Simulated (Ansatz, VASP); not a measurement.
## HfO2 in VASP and in Ansatz

```xyz
6
Lattice="4.8135 0.0000 0.0000 0.0000 4.8135 0.0000 0.0000 0.0000 3.2054" Properties=species:S:1:pos:R:3 pbc="T T T"
Hf    0.0000    0.0000    0.0000
Hf    2.4068    2.4068    1.6027
O     0.9384    3.8751    1.6027
O     1.4683    1.4683    0.0000
O     3.3452    3.3452    0.0000
O     3.8751    0.9384    1.6027
```

Alike in both runs: task relaxation of cell and atoms; functional PBE; k mesh 4 × 4 × 6; occupations gaussian, width 0.1 eV; no spin polarisation.

```csv
,VASP,Ansatz
version,VASP 6.6.1,Ansatz 0.2.0
potentials or method,"VASP PAW PBE potentials, release 64 (Hf_pv, O), cutoff 600 eV","scalar-relativistic, plane waves, PAW"
valence electrons in the cell,44,76
```

|  | VASP | Ansatz | Ansatz less VASP |
| --- | --- | --- | --- |
| gap on the k mesh at the Fermi level, each at its own relaxed structure (eV) | 3.90 | 3.90 | 0.000 |
| relaxed volume (Å³/atom) | 12.67 | 12.84 | +0.161 |
| relaxed length of the cell vector where the two differ most in proportion (Å) | 3.224 | 3.239 | +0.0150 |

VASP's potentials hold 44 valence electrons a cell and Ansatz's 76, so a difference there can come from the potentials and not from the codes.

Spin-orbit coupling is off throughout.
